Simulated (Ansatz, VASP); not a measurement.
## C in VASP and in Ansatz

```
C
1.0
     2.48361    0.00000    0.00000
    -1.24180    2.15087    0.00000
     0.00000    0.00000    4.13649
C
4
Direct
  0.33333 0.66667 0.99982
  0.66667 0.33333 0.49982
  0.33333 0.66667 0.37418
  0.66667 0.33333 0.87418
```

Alike in both runs: functional LDA; k mesh 9 × 9 × 6; occupations gaussian, width 0.1 eV; no spin polarisation.

Ansatz relaxed the structure, and its values are those at the end. VASP's run is a single point on that final structure, the one shown.

|  | VASP | Ansatz |
| --- | --- | --- |
| version | VASP 6.6.1 | Ansatz 0.2.0 |
| potentials or method | VASP PAW LDA potentials, release 64 (C_h), cutoff 1300 eV | scalar-relativistic, plane waves, PAW |
| valence electrons in the cell | 16 | 16 |

```tsv
	VASP	Ansatz	Ansatz less VASP
gap on the k mesh at the Fermi level (eV)	3.01	3.03	+0.019
least direct gap on the mesh (eV)	4.97	4.97	+0.004
pressure (GPa)	0.8	-0.3	-1.04
```

Ansatz warns that its potentials were made for another functional, while VASP's fit it. LDA's correlation is that of Perdew and Zunger in VASP and of Perdew and Wang (1992) in Ansatz.
